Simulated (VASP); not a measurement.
Wanted: the native input for a VASP 6.6.1 run.

* Task: single point
* Functional: PBE
* Potentials or basis: VASP PAW PBE potentials, release 64 (V_sv)
* Cutoff: 520 eV
* k mesh: 18 × 18 × 10
* Occupations: fermi-dirac, width 0.1 eV
* Spin: no spin polarisation
* Dipole correction: no
* Further INCAR settings: ALGO = Normal; EDIFF = 1e-06; NBANDS = 20

The structure of V lies in POSCAR:

```
V
1.0
    2.2917742954      0.0000000000      0.0000000000
   -1.1458871477      1.9847347595      0.0000000000
    0.0000000000      0.0000000000      4.1720355970
V
2
Direct
    0.3333333333      0.6666666667      0.2500000000
    0.6666666667      0.3333333333      0.7500000000
```

One way to write it, as run:

INCAR

```
SYSTEM = V
ALGO = Normal
EDIFF = 1E-6
ENCUT = 520
GGA = PE
ISIF = 2
ISMEAR = -1
LASPH = .True.
LCHARG = .True.
LELF = .True.
LREAL = .False.
LVHAR = .True.
LWAVE = .False.
NBANDS = 20
NELM = 80
PREC = Accurate
SIGMA = 0.1
```

KPOINTS

```
k-points
0
Gamma
  18 18 10
  0 0 0
```

Potentials or basis: VASP PAW PBE potentials, release 64 (V_sv).

The run is started by

```console
$ cat potpaw_PBE.64/V_sv/POTCAR > POTCAR
$ mpirun -np 1 vasp_std > vasp.out
```

It gave:

```
Pressure               : 132.1 GPa
Band gap on the k mesh : zero (band 13 reaches 17.69 eV, above the bottom of band 14 at 14.27 eV)
```

Wall time 34 s on 1 thread of Intel(R) Xeon(R) 6975P-C (Granite Rapids) (shared host), peak memory 0.18 GiB.
